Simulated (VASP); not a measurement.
# Pb (P6_3/mmc) in VASP: notebook

The runs below take Pb through electric field gradients, with PBEsol.

All numbers are computed with VASP 6.6.1; they aren't measurements. Logs are shortened: lines on timing, memory, paths and dates and some standing lists are left out, and cuts for length are marked.

## 1. The cell of the first run

It takes space group P6_3/mmc (No. 194, hexagonal). The conventional cell has a = 3.409 Å, b = 3.409 Å, c = 5.476 Å, α = 90.00°, β = 90.00°, γ = 120.00°. Within 4.4 Å of Pb (site symmetry -6m2) lie 12 Pb at 3.37 to 3.41 Å.

This isn't the form of Pb at room conditions, which is fcc.

## 2. Electric field gradients, PBEsol (27.55 Å³/atom)

INCAR

```
SYSTEM = Pb
PREC = Accurate ; ENCUT = 520
EDIFF = 1E-8 ; ISMEAR = -1
SIGMA = 0.08 ; LREAL = .FALSE.
LASPH = .TRUE. ; NELM = 60
ALGO = Normal ; ISIF = 2
LWAVE = .FALSE. ; LCHARG = .FALSE.
GGA = PS ; LEFG = .TRUE.
NBANDS = 21
```

KPOINTS

```
Automatic mesh
0
G
  14 14 8
  0 0 0
```

POSCAR

```
Pb
1.0
    3.4089603348      0.0000000000      0.0000000000
   -1.7044801674      2.9522462504      0.0000000000
    0.0000000000      0.0000000000      5.4758863477
Pb
2
Direct
    0.3333333333      0.6666666667      0.2500000000
    0.6666666667      0.3333333333      0.7500000000
```

Potentials or basis: VASP PAW PBE potentials, release 64 (Pb_d).

Launch:

```sh
cat potpaw_PBE.64/Pb_d/POTCAR > POTCAR
mpirun -np 1 vasp_std > vasp.out
```

OUTCAR:

```text
SYSTEM = Pb
   PREC = Accurate
   ENCUT = 520
   EDIFF = 1E-8
   ISMEAR = -1
   LREAL = .FALSE.
   LASPH = .TRUE.
   NELM = 60
   ISIF = 2
   GGA = PS

 ion  position               nearest neighbor table
   1  0.333  0.667  0.250-   2 3.37   2 3.37   2 3.37   2 3.37   2 3.37   2 3.37
   2  0.667  0.333  0.750-   1 3.37   1 3.37   1 3.37   1 3.37   1 3.37   1 3.37

  LATTYP: Found a hexagonal cell.
 ALAT       =     3.4089603348
 C/A-ratio  =     1.6063215203

  Lattice vectors:

 A1 = (   3.4089603348,   0.0000000000,   0.0000000000)
 A2 = (  -1.7044801674,   2.9522462504,   0.0000000000)
 A3 = (   0.0000000000,   0.0000000000,   5.4758863477)

Analysis of symmetry for initial positions (statically):
=====================================================================
 Subroutine PRICEL returns:
 Original cell was already a primitive cell.

 Routine SETGRP: Setting up the symmetry group for a
 hexagonal supercell.

 Subroutine GETGRP returns: Found 24 space group operations
 (whereof 12 operations were pure point group operations)
 out of a pool of 24 trial point group operations.

The static configuration has the point symmetry D_3d.
 The point group associated with its full space group is D_6h.

Analysis of symmetry for dynamics (positions and initial velocities):
=====================================================================
 Subroutine PRICEL returns:
 Original cell was already a primitive cell.

 Routine SETGRP: Setting up the symmetry group for a
 hexagonal supercell.

 Subroutine GETGRP returns: Found 24 space group operations
 (whereof 12 operations were pure point group operations)
 out of a pool of 24 trial point group operations.

The dynamic configuration has the point symmetry D_3d.
 The point group associated with its full space group is D_6h.

 Subroutine INISYM returns: Found 24 space group operations
 (whereof 12 operations are pure point group operations),
 and found     1 'primitive' translations

----------------------------------------------------------------------------------------

                                     Primitive cell

  volume of cell :      55.1098

  direct lattice vectors                    reciprocal lattice vectors
     3.408960335  0.000000000  0.000000000     0.293344569  0.169362566  0.000000000
    -1.704480167  2.952246250  0.000000000     0.000000000  0.338725132  0.000000000
     0.000000000  0.000000000  5.475886348     0.000000000  0.000000000  0.182618838

  length of vectors
     3.408960335  3.408960335  5.475886348     0.338725132  0.338725132  0.182618838

  position of ions in fractional coordinates (direct lattice)
     0.333333333  0.666666667  0.250000000
     0.666666667  0.333333333  0.750000000

  ion indices of the primitive-cell ions
   primitive index   ion index
                 1           1
                 2           2

----------------------------------------------------------------------------------------

 KPOINTS: Automatic mesh

Automatic generation of k-mesh.
 Grid dimensions read from file:
 generate k-points for:   14   14    8

 Generating k-lattice:

  Cartesian coordinates                     Fractional coordinates (reciprocal lattice)
     0.020953183  0.012097326  0.000000000     0.071428571 -0.000000000  0.000000000
     0.000000000  0.024194652  0.000000000     0.000000000  0.071428571  0.000000000
     0.000000000  0.000000000  0.022827355     0.000000000  0.000000000  0.125000000

  Length of vectors
     0.024194652  0.024194652  0.022827355

  Shift w.r.t. Gamma in fractional coordinates (k-lattice)
     0.000000000  0.000000000  0.000000000

 Subroutine IBZKPT returns following result:
 ===========================================

 Found    120 irreducible k-points:

 Following reciprocal coordinates:
            Coordinates               Weight
  0.000000  0.000000  0.000000      1.000000
  0.071429  0.000000  0.000000      6.000000
  0.142857  0.000000  0.000000      6.000000
  0.214286  0.000000  0.000000      6.000000
  0.285714  0.000000  0.000000      6.000000
  0.357143  0.000000  0.000000      6.000000
[... 16 lines left out ...]
  0.285714  0.285714  0.000000      6.000000
  0.357143  0.285714  0.000000      6.000000
 [... further k-points ...]
   k-points           NKPTS =    120   k-points in BZ     NKDIM =    120   number of bands    NBANDS=     21
   number of dos      NEDOS =    301   number of ions     NIONS =      2
   total plane-waves  NPLWV =  32928
   dimension x,y,z NGX =    28 NGY =   28 NGZ =   42
   dimension x,y,z NGXF=    56 NGYF=   56 NGZF=   84
   ions per type =               2
   NGX,Y,Z   is equivalent  to a cutoff of  13.65, 13.65, 12.75 a.u.
   NGXF,Y,Z  is equivalent  to a cutoff of  27.31, 27.31, 25.50 a.u.
 SYSTEM =  Pb
   PREC   = accura    normal or accurate (medium, high low for compatibility)
   ISTART =      0    job   : 0-new  1-cont  2-samecut
   ICHARG =      2    charge: 1-file 2-atom 10-const
   ISPIN  =      1    spin polarized calculation?
   LNONCOLLINEAR =      F non collinear calculations
   LSORBIT =      F    spin-orbit coupling
   LASPH  =      T    aspherical Exc in radial PAW
   ENCUT  =  520.0 eV  38.22 Ry    6.18 a.u.   6.34  6.34 10.18*2*pi/ulx,y,z
   NELM   =     60;   NELMIN=  2; NELMDL= -5     # of ELM steps
   EDIFF  = 0.1E-07   stopping-criterion for ELM
   LREAL  =      F    real-space projection
   EDIFFG = 0.1E-06   stopping-criterion for IOM
   NSW    =      0    number of steps for IOM
   IBRION =     -1    ionic relax: 0-MD 1-quasi-New 2-CG
   NFREE  =      0    steps in history (QN), initial steepest desc. (CG)
   ISIF   =      2    stress and relaxation
   ISYM   =      2    0-nonsym 1-usesym 2-fastsym
   POTIM  = 0.5000    time-step for ionic-motion
   TEBEG  =    0.0;   TEEND  =   0.0 temperature during run
   PSTRESS=    0.0 pullay stress
   NELECT =      28.0000    total number of electrons
   NUPDOWN=      -1.0000    fix difference up-down
   EMIN   =  10.00;   EMAX   =-10.00  energy-range for DOS
   EFERMI =   0.00;   METHOD = LEGACY
   ISMEAR =    -1;   SIGMA  =   0.08  broadening in eV -4-tet -1-fermi 0-gaus
   EFERMI_NEDOS =   21; number of points for ismear=-14 and -15
   IALGO  =     38    algorithm
   IMIX   =      4    mixing-type and parameters
     AMIX     =   0.40;   BMIX     =  1.00
     AMIX_MAG =   1.60;   BMIX_MAG =  1.00
  volume/ion in A,a.u.               =      27.55       185.95
  Fermi-wavevector in a.u.,A,eV,Ry     =   1.306325  2.468596 23.218133  1.706485
  Thomas-Fermi vector in A             =   2.437134
   LORBIT       =      0    0 simple, 1 ext, 2 COOP (PROOUT), +10 PAW based schemes
   GGA     = PS    functional components
   LHFCALC =     F    Hartree Fock is set to
   AEXX    =    0.0000 exact exchange contribution
   IVDW    =     0    specifies the selected vdW correction
   LEPSILON=     F    determine dielectric tensor
   LRPA    =     F    only Hartree local field effects (RPA)
 non-spin polarized calculation
  energy-cutoff  :      520.00
  volume of cell :       55.11
 maximum number of plane-waves:      1508
 NGX is ok and might be reduce to    28
   NGX = 13   NGY = 13   NGZ = 21

 number of electron      27.9999996 magnetization

 Free energy of the ion-electron system (eV)
  ---------------------------------------------------
  ext. energy  EPLUGINS =         0.00000000
  ---------------------------------------------------
  free energy    TOTEN  =        -7.91625483 eV

  energy without entropy =       -7.89347364  energy(sigma->0) =       -7.90486424

 E-fermi :   8.1812     XC(G=0): -10.8117

 val. band max:        8.1610120857   @ k =   0.2143   0.0714   0.1250
 cond. band min:       8.1910118403   @ k =   0.2143   0.1429   0.3750
 fundamental gap:      0.0299997546
 Fermi energy:         8.1812201078

 k-point     1 :       0.0000    0.0000    0.0000
  band No.  band energies     occupation
      1      -8.9181      2.00000
      2      -8.8444      2.00000
      3      -8.8301      2.00000
      4      -8.8301      2.00000
      5      -8.7988      2.00000
      6      -8.7988      2.00000
[... 13 lines left out ...]
     20      17.3442      0.00000
     21      19.8949      0.00000

 k-point     2 :       0.0714    0.0000    0.0000
  band No.  band energies     occupation
      1      -8.9118      2.00000
      2      -8.8576      2.00000
      3      -8.8147      2.00000
      4      -8.8112      2.00000
      5      -8.7963      2.00000
      6      -8.7841      2.00000
[... 13 lines left out ...]
     20      17.9838      0.00000
     21      19.4275      0.00000

 k-point     3 :       0.1429    0.0000    0.0000
  band No.  band energies     occupation
      1      -8.9190      2.00000
      2      -8.8538      2.00000
      3      -8.8010      2.00000
      4      -8.7770      2.00000
      5      -8.7713      2.00000
      6      -8.7705      2.00000
[... 13 lines left out ...]
     20      18.7684      0.00000
     21      18.9508      0.00000

 k-point     4 :       0.2143    0.0000    0.0000
  band No.  band energies     occupation
      1      -8.9532      2.00000
      2      -8.8369      2.00000
      3      -8.8125      2.00000
      4      -8.7937      2.00000
      5      -8.7891      2.00000
      6      -8.7084      2.00000
[... 13 lines left out ...]
     20      18.1768      0.00000
     21      19.3247      0.00000

 k-point     5 :       0.2857    0.0000    0.0000
  band No.  band energies     occupation
      1      -8.9926      2.00000
      2      -8.8557      2.00000
      3      -8.8449      2.00000
      4      -8.8178      2.00000
      5      -8.7524      2.00000
      6      -8.6382      2.00000
[... 13 lines left out ...]
     20      17.5431      0.00000
     21      19.3345      0.00000
[... 382 lines left out ...]
     20      19.0787      0.00000
     21      21.3151      0.00000

 k-point    22 :       0.3571    0.2143    0.0000
  band No.  band energies     occupation
      1      -8.9735      2.00000
      2      -8.9166      2.00000
      3      -8.8082      2.00000
      4      -8.7953      2.00000
      5      -8.7170      2.00000
      6      -8.6788      2.00000
[... 13 lines left out ...]
     20      18.9533      0.00000
     21      22.7779      0.00000

 k-point    23 :       0.2857    0.2857    0.0000
  band No.  band energies     occupation
      1      -8.9781      2.00000
      2      -8.8388      2.00000
      3      -8.8325      2.00000
      4      -8.7964      2.00000
      5      -8.7254      2.00000
      6      -8.6633      2.00000
[... 13 lines left out ...]
     20      21.0477      0.00000
     21      21.1661      0.00000

 k-point    24 :       0.3571    0.2857    0.0000
  band No.  band energies     occupation
      1      -8.9865      2.00000
      2      -8.8376      2.00000
      3      -8.7867      2.00000
      4      -8.7806      2.00000
      5      -8.7443      2.00000
      6      -8.7024      2.00000
[... 13 lines left out ...]
     20      21.0379      0.00000
     21      23.0384      0.00000

 [... further k-points ...]
[... 5 lines left out ...]
  --------------------------------------------------------------------------------------
  -------------------------------------------------------------------------------------
  Total        1.3031982      1.3031982      2.1548870     -0.0000000      0.0000000     -0.0000000
  in kB       37.8871644     37.8871644     62.6478446     -0.0000000      0.0000000     -0.0000000
  external PRESSURE =      46.1407245 kB  Pullay stress =       0.0000000 kB

 VOLUME and BASIS-vectors are now :
 -----------------------------------------------------------------------------
  energy-cutoff  :      520.00
  volume of cell :       55.11
      direct lattice vectors                 reciprocal lattice vectors
     3.408960335  0.000000000  0.000000000     0.293344569  0.169362566  0.000000000
    -1.704480167  2.952246250  0.000000000     0.000000000  0.338725132  0.000000000
     0.000000000  0.000000000  5.475886348     0.000000000  0.000000000  0.182618838

 POSITION                                       TOTAL-FORCE (eV/Angst)
 -----------------------------------------------------------------------------------
     -0.00000      1.96816      1.36897         0.000000     -0.000000      0.000000
      1.70448      0.98408      4.10691        -0.000000      0.000000      0.000000
 -----------------------------------------------------------------------------------
    total drift:                               -0.000000      0.000000      0.000000

  FREE ENERGIE OF THE ION-ELECTRON SYSTEM (eV)
  ---------------------------------------------------
  free  energy   TOTEN  =        -7.9162548349 eV

  energy  without entropy=       -7.8934736434  energy(sigma->0) =       -7.90486424

 Electric field gradients (V/A^2)
---------------------------------------------------------------------
 ion       V_xx      V_yy      V_zz      V_xy      V_xz      V_yz
---------------------------------------------------------------------
   1      29.923    29.922   -59.845    -0.001     0.000    -0.000
   2      29.923    29.922   -59.845    -0.001    -0.000     0.000
---------------------------------------------------------------------

 Electric field gradients after diagonalization (V/A^2)
 (convention: |V_zz| > |V_xx| > |V_yy|)
----------------------------------------------------------------------
 ion       V_xx      V_yy      V_zz     asymmetry (V_yy - V_xx)/ V_zz
----------------------------------------------------------------------
   1      29.924    29.921   -59.845       0.000
   2      29.924    29.921   -59.845       0.000
----------------------------------------------------------------------

           NMR quadrupolar parameters

 Cq : quadrupolar parameter    Cq=e*Q*V_zz/h
 eta: asymmetry parameters     (V_yy - V_xx)/ V_zz
 Q  : nuclear electric quadrupole moment in mb (millibarn)
----------------------------------------------------------------------
 ion       Cq(MHz)       eta       Q (mb)
----------------------------------------------------------------------
   1      -0.145       0.000       1.000
   2      -0.145       0.000       1.000
----------------------------------------------------------------------
```

It took 1.7 min on 1 thread of Intel Xeon Platinum 8488C (Sapphire Rapids), shared host; peak memory 0.25 GiB.

What came out:

```
Free energy                             : -7.9163 eV
Pressure                                : 4.6 GPa
Band gap on the k mesh                  : zero (bands 14 and 15 overlap by 7.94 eV)
Largest electric field gradient by atom : Pb -59.8 V/Å²
```

Stress tensor (GPa, compression positive):
```
3.79 0.00 0.00
0.00 3.79 0.00
0.00 0.00 6.26
```

Levels at points of the mesh, in eV from the Fermi level:
| k point | band 12 | band 13 | band 14 | band 15 | band 16 | band 17 |
| --- | --- | --- | --- | --- | --- | --- |
| (0.00, 0.00, 0.00) | -8.03 | -4.63 | 5.95 | 5.95 | 8.00 | 8.00 |
| (0.50, 0.00, 0.00) | -7.21 | -2.96 | -1.50 | -0.60 | 1.84 | 2.04 |
| (0.00, 0.00, 0.50) | -11.05 | 1.16 | 1.16 | 6.92 | 6.92 | 6.92 |
| (0.50, 0.00, 0.50) | -7.56 | -4.10 | -4.10 | 3.62 | 3.62 | 4.03 |

Electric field gradients, principal values (V/Å²):
```tsv
atom	least	middle	greatest (by size)
1 Pb	29.921	29.924	-59.845
2 Pb	29.921	29.924	-59.845
```

Caveat: the cell stands under pressure; without QUAD_EFG the Cq values of the log hold for a quadrupole moment of 1 mb, not for the nuclei; the PAW data sets were made with another functional, which shifts forces and pressure a little; spin-orbit coupling is left out, which moves the levels of the heavy elements.

[end of part 1 of 2]
